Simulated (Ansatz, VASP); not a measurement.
Mg2SiN2 in VASP and in Ansatz

```
CELL_PARAMETERS angstrom
2.89705 0.00000 0.00000
-1.44852 2.50892 0.00000
0.00000 0.00000 7.47542
ATOMIC_POSITIONS crystal
Mg 0.66667 0.33333 0.33072
Mg 0.33333 0.66667 0.66928
Si 0.00000 0.00000 0.00000
N 0.66667 0.33333 0.86380
N 0.33333 0.66667 0.13620
```

Change from the starting cell: species swapped into the Na2HfN2 type (P-3m1, No. 164).

Alike in both runs: functional PBE; k mesh 6 × 6 × 2; occupations gaussian, width 0.1 eV; no spin polarisation.

Ansatz relaxed the structure, and its values are those at the end. VASP's run is a single point on that final structure, the one shown.

```csv
,VASP,Ansatz
version,VASP 6.6.1,Ansatz 0.2.0
potentials or method,"VASP PAW PBE potentials, release 64 (Mg, Si, N), cutoff 520 eV","scalar-relativistic, plane waves, PAW"
valence electrons in the cell,18,34
```

Ansatz gave:

```
gap on the k mesh at the Fermi level (eV) : none
pressure (GPa)                            : -0.3
rms of the force components (eV/Å)        : 0.002
```

**Question.** Which values does VASP return?

**Answer.** gap on the k mesh at the Fermi level (eV): none; pressure (GPa): -0.5; rms of the force components (eV/Å): 0.010.

A gap of «none» marks a metal or a gap that the smearing closes. The functional is the same, so the differences come from potentials, cutoffs and numerics. VASP's potentials hold 18 valence electrons a cell and Ansatz's 34, so a difference there can come from the potentials and not from the codes.

The k mesh is coarse, so the values compare programs but aren't converged.
